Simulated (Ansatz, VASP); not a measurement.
**One calculation of Al9H, two programs**

The input INCAR:

```
SYSTEM = Al9H
PREC     = Accurate       ! precision mode
ENCUT    = 520            ! plane-wave cutoff, eV
EDIFF    = 1E-7           ! SCF threshold, eV
ISMEAR   = 0              ! smearing method
SIGMA    = 0.1            ! smearing width, eV
LREAL    = .False.        ! projectors in reciprocal space
LASPH    = .True.         ! aspherical terms in the spheres
NELM     = 100            ! most SCF steps
ALGO     = Normal         ! electronic algorithm
ISIF     = 2              ! what is computed and relaxed
LWAVE    = .False.        ! write WAVECAR
LCHARG   = .False.        ! write CHGCAR
LDIPOL   = .True.       
IDIPOL   = 3            
DIPOL    = 0.5 0.5 0.321
GGA      = PE             ! functional
NBANDS   = 25             ! bands
```

Contents of KPOINTS:

```
Automatic mesh
0
Gamma
  9 3 1
  0 0 0
```

The input POSCAR:

```
Al9H
1.0
    2.8543223330      0.0000000000      0.0000000000
   -1.4271611665      9.7033329366      0.0000000000
    0.0000000000      0.0000000000     21.7902708969
Al H
9 1
Direct
    0.5324485604      0.0648971207      0.1835681630
    0.6709687938      0.3419375876      0.2292758741
    0.2986728405      0.5973456810      0.2384174163
    0.9263768872      0.8527537744      0.2475589585
    0.0639738222      0.1277383808      0.2937147080
    0.1995905480      0.4042696935      0.3452583266
    0.8288544886      0.6597110299      0.3524478004
    0.4526361687      0.9111292155      0.3607640453
    0.5925232094      0.1814597089      0.4034034702
    0.8425232094      0.4314597089      0.5534704435
```

Input for Ansatz:

```yaml
crystal:
  lattice:
    - [2.854322333, 0.0, 0.0]
    - [-1.4271611665, 9.7033329366, 0.0]
    - [0.0, 0.0, 21.7902708969]
  atoms:
    - { symbol: Al, position: [0.5324485604, 0.0648971207, 0.183568163] }
    - { symbol: Al, position: [0.6709687938, 0.3419375876, 0.2292758741] }
    - { symbol: Al, position: [0.2986728405, 0.597345681, 0.2384174163] }
    - { symbol: Al, position: [0.9263768872, 0.8527537744, 0.2475589585] }
    - { symbol: Al, position: [0.0639738222, 0.1277383808, 0.293714708] }
    - { symbol: Al, position: [0.199590548, 0.4042696935, 0.3452583266] }
    - { symbol: Al, position: [0.8288544886, 0.6597110299, 0.3524478004] }
    - { symbol: Al, position: [0.4526361687, 0.9111292155, 0.3607640453] }
    - { symbol: Al, position: [0.5925232094, 0.1814597089, 0.4034034702] }
    - { symbol: H, position: [0.8425232094, 0.4314597089, 0.5534704435] }
basis:
  ecutwfc: 420
kpoints:
  mp_grid: { grid: [9, 3, 1] }
hamiltonian:
  xc: pbe
scf:
  occupations: { method: gaussian, width: 0.1 }
output:
  forces: true
  eigenvalues: true
efield:
  axis: 3
  dipole_correction: true
  ramp_width: 0.04
```

Alike in both runs: task single point; functional PBE; k mesh 9 × 3 × 1; occupations gaussian, width 0.1 eV; no spin polarisation.

```csv
,VASP,Ansatz
version,VASP 6.6.1,Ansatz 0.2.0
potentials or method,"VASP PAW PBE potentials, release 64 (Al, H), cutoff 520 eV","scalar-relativistic, plane waves, PAW"
valence electrons in the cell,28,28
```

VASP gave:

| Item | Value |
| --- | --- |
| gap on the k mesh at the Fermi level (eV) | none |
| rms of the force components (eV/Å) | 0.074 |

Problem. Estimate Ansatz's values.

Solution. gap on the k mesh at the Fermi level (eV): none; rms of the force components (eV/Å): 0.075.

Atom by atom the forces differ by 0.001 eV/Å (rms over components). A gap of «none» marks a metal or a gap that the smearing closes. The functional is the same, so the differences come from potentials, cutoffs and numerics.
